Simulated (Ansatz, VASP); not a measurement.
## Rb in VASP and in Ansatz

```
CELL_PARAMETERS angstrom
4.50899 0.00000 0.00000
0.00000 4.50899 0.00000
0.00000 0.00000 4.50899
ATOMIC_POSITIONS crystal
Rb 0.00000 0.00000 0.00000
```

Alike in both runs: task single point; functional LDA; k mesh 8 × 8 × 8; occupations fermi-dirac, width 0.1 eV; no spin polarisation.

|  | VASP | Ansatz |
| --- | --- | --- |
| version | VASP 6.6.1 | Ansatz 0.2.0 |
| potentials or method | VASP PAW LDA potentials, release 64 (Rb_sv), cutoff 520 eV | plane waves (420 eV) with PAW, scalar-relativistic |
| valence electrons in the cell | 9 | 9 |

```tsv
	VASP	Ansatz	Ansatz less VASP
pressure (GPa)	-0.2	-0.2	0.00
```

Ansatz warns that its potentials were made for another functional, while VASP's fit it. LDA's correlation is that of Perdew and Zunger in VASP and of Perdew and Wang (1992) in Ansatz.
